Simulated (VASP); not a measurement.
The system is InAs.

```
In As
1.0
     0.00000    3.02400    3.02400
     3.02400    0.00000    3.02400
     3.02400    3.02400    0.00000
In As
1 1
Direct
  0.00000 0.00000 0.00000
  0.75000 0.75000 0.75000
```

Base run:

```yaml
Program: VASP 6.6.1
Functional: PBEsol
Potentials_or_basis: VASP PAW PBE potentials, release 64 (In_d, As)
Cutoff: 520 eV
k_mesh: 10 × 10 × 10
Occupations: fermi-dirac, width 0.08 eV
Spin: no spin polarisation
```

Its results: band gap on the k mesh zero (filled and empty bands touch); pressure 1.2 GPa.

**Question.** The run is repeated on the same cell with these changes: functional from PBEsol to PBE; further incar settings from ALGO = Normal; EDIFF = 1e-08; NBANDS = 16 to ALGO = Normal; EDIFF = 1e-06; NBANDS = 16. What comes out?

**Answer.** Band gap on the k mesh zero (filled and empty bands touch); pressure 3.9 GPa.

Caveats: spin-orbit coupling is left out, which moves the levels of the heavy elements; the PAW data sets were made with another functional, which shifts forces and pressure a little (some runs).
